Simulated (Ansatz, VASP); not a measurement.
This is a calculation of InAs for VASP 6.6.1.

Contents of POSCAR:

```
InAs
1.0
    0.0000000000      3.0577150807      3.0577150807
    3.0577150807      0.0000000000      3.0577150807
    3.0577150807      3.0577150807      0.0000000000
In As
1 1
Direct
    0.0000000000      0.0000000000      0.0000000000
    0.7500000000      0.7500000000      0.7500000000
```

INCAR.step1

```
SYSTEM = InAs
  ALGO = Normal
  EDIFF = 1E-5
  ENCUT = 520
  GGA = PE
  ISIF = 2
  ISMEAR = -1
  LASPH = .TRUE.
  LREAL = .FALSE.
  LWAVE = .TRUE.
  NBANDS = 16
  NELM = 80
  PREC = Accurate
  SIGMA = 0.05
```

Contents of INCAR.step2:

```
SYSTEM = InAs
  AEXX = 0.5
  ALGO = Normal
  EDIFF = 1E-6
  ENCUT = 520
  ISIF = 2
  ISMEAR = -1
  ISTART = 1
  LASPH = .TRUE.
  LCHARG = .TRUE.
  LELF = .TRUE.
  LHFCALC = .TRUE.
  LMIXTAU = .TRUE.
  LREAL = .FALSE.
  LVHAR = .TRUE.
  LWAVE = .FALSE.
  METAGGA = R2SCAN
  NBANDS = 16
  NELM = 80
  PREC = Accurate
  PRECFOCK = Normal
  SIGMA = 0.05
```

File KPOINTS:

```
k-points
0
G
  4 4 4
  0 0 0
```

Potentials or basis: VASP PAW PBE potentials, release 64 (In_d, As).

Launch:

```console
$ cat potpaw_PBE.64/In_d/POTCAR potpaw_PBE.64/As/POTCAR > POTCAR
$ cp INCAR.step1 INCAR
$ mpirun -np 1 vasp_std > vasp.out
$ cp INCAR.step2 INCAR
$ mpirun -np 1 vasp_std > vasp.out
```

Task: Set up the same calculation for Ansatz 0.2.0. Potentials there: Ansatz PAW.

Result: As run (the cutoff follows the program's own potentials):

Contents of input.yaml:

```yaml
crystal:
  lattice:
    - [0.0, 3.0577150807, 3.0577150807]
    - [3.0577150807, 0.0, 3.0577150807]
    - [3.0577150807, 3.0577150807, 0.0]
  atoms:
    - { symbol: In, position: [0.0, 0.0, 0.0] }
    - { symbol: As, position: [0.75, 0.75, 0.75] }
hamiltonian:
  xc: r2scan50
  pseudopotentials: { kind: paw }
kpoints:
  mp_grid: { grid: [4, 4, 4] }
scf:
  occupations: { method: fermi_dirac, width: 0.05 }
output:
  forces: true
  stress: true
  eigenvalues: true
```

Potentials or basis: Ansatz PAW.

Launch:

```sh
$ ansatz run input.yaml --threads 2 --pin off --max-ram 5632MiB --backend cpu --events-out ev --progress --plain --runs-dir out
```

Both were run:

|  | VASP | Ansatz | Ansatz less VASP |
| --- | --- | --- | --- |
| gap on the k mesh at the Fermi level (eV) | 2.63 | 2.52 | -0.106 |
| least direct gap on the mesh (eV) | 2.63 | 2.52 | -0.106 |
| pressure (GPa) | -3.1 | -2.6 | +0.57 |

VASP's potentials were made for PBE, not for r2SCAN50. VASP's potentials hold 18 valence electrons a cell and Ansatz's 28, so a difference there can come from the potentials and not from the codes.

The k mesh is coarse, so the values compare programs but aren't converged.
